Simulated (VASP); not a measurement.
A run of VASP 6.6.1:

Contents of INCAR:

```
SYSTEM = Be2CdS2
PREC = Accurate
ENCUT = 600
EDIFF = 1E-7
ISMEAR = 0
SIGMA = 0.1
LREAL = .False.
LASPH = .True.
NELM = 120
ALGO = Normal
ISIF = 3
LWAVE = .False.
LCHARG = .False.
GGA = PE
IBRION = 2
NSW = 90
EDIFFG = -0.04
GGA_COMPAT = .False.
NELMIN = 4
```

Contents of KPOINTS:

```
Automatic mesh
0
Gamma
  6 6 4
  0 0 0
```

POSCAR

```
Be2CdS2
1.0
    4.8448726400      0.0000000000      0.0000000000
   -2.4224363200      4.1957827900      0.0000000000
    0.0000000000      0.0000000000      4.6730366800
Be Cd S
2 1 2
Direct
    0.3333333300      0.6666666700      0.0000000000
    0.6666666700      0.3333333300      0.0000000000
    0.0000000000      0.0000000000      0.0000000000
    0.3333333300      0.6666666700      0.5000000000
    0.6666666700      0.3333333300      0.5000000000
```

Potentials or basis: VASP PAW PBE potentials, release 64 (Be, Cd_sv_GW, S).

The run is started by

```sh
$ cat potpaw_PBE.64/Be/POTCAR potpaw_PBE.64/Cd_sv_GW/POTCAR potpaw_PBE.64/S/POTCAR > POTCAR
$ mpirun -np 1 vasp_std > vasp.out
```

Hardware: 1 thread of AMD EPYC 7R13 Processor (Zen 3), on a shared host.

**Question.** Estimate the wall time of this run.

**Answer.** Run time: 17 min on 1 thread of AMD EPYC 7R13 Processor (Zen 3) (shared host), peak memory 0.27 GiB. Counts: scf iterations 319, k points 21, ion steps 35.
